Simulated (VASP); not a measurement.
Here is a VASP 6.6.1 calculation.

Contents of INCAR:

```
PREC = Accurate
ENCUT = 520
EDIFF = 1E-6
ISMEAR = -1
SIGMA = 0.05
LREAL = F
LASPH = T
NELM = 80
ALGO = Fast
ISIF = 2
LWAVE = F
LCHARG = T
LELF = T
LVHAR = T
NBANDS = 12
```

File KPOINTS:

```
Automatic mesh
0
Gamma
  6 6 6
```

File POSCAR:

```
Nb
1.0
    2.7196400000      0.0000000000      0.0000000000
    0.0000000000      2.7196400000      0.0000000000
    0.0000000000      0.0000000000      2.7196400000
Nb
1
Direct
    0.5000000000      0.5000000000      0.5000000000
```

Potentials or basis: VASP PAW LDA potentials, release 64 (Nb_sv).

Launch:

```bash
$ cat potpaw_LDA.64/Nb_sv/POTCAR > POTCAR
$ mpirun -np 1 vasp_std > vasp.out
```

**Question.** Predict the pressure.

**Answer.** -5.4 GPa.

Caveat: the k points lie up to 0.39 Å⁻¹ apart.
